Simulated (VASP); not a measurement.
Write the native input for VASP 6.6.1 that does the following.

```
Task                   : single point
Functional             : PBE
Potentials or basis    : VASP PAW PBE potentials, release 64 (Ca_sv, Se)
Cutoff                 : 520 eV
k mesh                 : 12 × 12 × 12
Occupations            : fermi-dirac, width 0.08 eV
Spin                   : no spin polarisation
Dipole correction      : no
Further INCAR settings : ALGO = Normal; EDIFF = 1e-06; NBANDS = 15
```

The structure of CaSe (rocksalt type) lies in POSCAR:

```
CaSe
1.0
    0.0000000000      2.9284647438      2.9284647438
    2.9284647438      0.0000000000      2.9284647438
    2.9284647438      2.9284647438      0.0000000000
Ca Se
1 1
Direct
    0.0000000000      0.0000000000      0.0000000000
    0.5000000000      0.5000000000      0.5000000000
```

The input as run:

INCAR

```
PREC     = Accurate       # precision mode
ENCUT    = 520            # plane-wave cutoff, eV
EDIFF    = 1E-6           # SCF threshold, eV
ISMEAR   = -1             # smearing method
SIGMA    = 0.08           # smearing width, eV
LREAL    = F              # projectors in reciprocal space
LASPH    = T              # aspherical terms in the spheres
NELM     = 80             # most SCF steps
ALGO     = Normal         # electronic algorithm
ISIF     = 2              # what is computed and relaxed
LWAVE    = F              # write WAVECAR
LCHARG   = T              # write CHGCAR
GGA      = PE             # functional
LELF     = T              # ELF
LVHAR    = T            
NBANDS   = 15             # bands
```

KPOINTS

```
regular mesh
0
Gamma
  12 12 12
```

Potentials or basis: VASP PAW PBE potentials, release 64 (Ca_sv, Se).

Command:

```sh
$ cat potpaw_PBE.64/Ca_sv/POTCAR potpaw_PBE.64/Se/POTCAR > POTCAR
$ mpirun -np 1 vasp_std > vasp.out
```

It gave:

```
Pressure               : 2.9 GPa
Band gap on the k mesh : 1.95 eV (least direct gap 2.91 eV)
```

Run time: 16 s on 1 thread of Intel(R) Xeon(R) 6975P-C (Granite Rapids), with other jobs on the host, peak memory 0.21 GiB.
